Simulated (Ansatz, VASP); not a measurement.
**One calculation of Se, two programs**

```
CELL_PARAMETERS angstrom
-2.33051 2.73045 3.14221
2.33051 -2.73045 3.14221
2.33051 2.73045 -3.14221
ATOMIC_POSITIONS crystal
Se 0.50000 0.50000 0.00000
Se 0.00000 0.50000 0.50000
Se 0.50000 0.00000 0.50000
```

Alike in both runs: task relaxation of cell and atoms; functional PBE; k mesh 6 × 6 × 6; occupations gaussian, width 0.1 eV; no spin polarisation.

|  | VASP | Ansatz |
| --- | --- | --- |
| version | VASP 6.6.1 | Ansatz 0.2.0 |
| potentials or method | VASP PAW PBE potentials, release 64 (Se), cutoff 600 eV | scalar-relativistic, plane waves, PAW |
| valence electrons in the cell | 18 | 48 |

```tsv
	VASP	Ansatz	Ansatz less VASP
gap on the k mesh at the Fermi level, each at its own relaxed structure (eV)	none	none	-
relaxed volume (Å³/atom)	25.12	25.06	-0.058
relaxed cell length with the largest relative difference (Å)	4.609	4.605	-0.0036
```

A gap of «none» marks a metal or a gap that the smearing closes. VASP's potentials hold 18 valence electrons a cell and Ansatz's 48, so a difference there can come from the potentials and not from the codes.
